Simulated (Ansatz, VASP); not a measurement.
# In4Ru in VASP and in Ansatz

```
CELL_PARAMETERS angstrom
3.35826 0.00000 0.00000
-1.67913 2.90834 0.00000
0.00000 0.00000 11.78026
ATOMIC_POSITIONS crystal
In 0.33333 0.66667 0.83675
In 0.33333 0.66667 0.38513
In 0.66667 0.33333 0.16325
In 0.66667 0.33333 0.61487
Ru 0.00000 0.00000 0.00000
```

Change from the starting cell: species swapped into the Co4H type (P-3m1, No. 164).

Alike in both runs: functional PBE; k mesh 6 × 6 × 2; occupations gaussian, width 0.2 eV; no spin polarisation.

Ansatz relaxed the structure, and its values are those at the end. VASP's run is a single point on that final structure, the one shown.

```csv
,VASP,Ansatz
version,VASP 6.6.1,Ansatz 0.2.0
potentials or method,"VASP PAW PBE potentials, release 64 (In_d, Ru_pv), cutoff 520 eV","scalar-relativistic, plane waves, PAW"
valence electrons in the cell,66,68
```

|  | VASP | Ansatz | Ansatz less VASP |
| --- | --- | --- | --- |
| gap on the k mesh at the Fermi level (eV) | none | none | - |
| pressure (GPa) | 0.4 | 0.4 | 0.00 |
| rms of the force components (eV/Å) | 0.007 | 0.007 | -0.0009 |

A gap of «none» marks a metal or a gap that the smearing closes. The functional is the same, so the differences come from potentials, cutoffs and numerics. VASP's potentials hold 66 valence electrons a cell and Ansatz's 68, so a difference there can come from the potentials and not from the codes.

The k mesh is coarse, so the values compare programs but aren't converged.
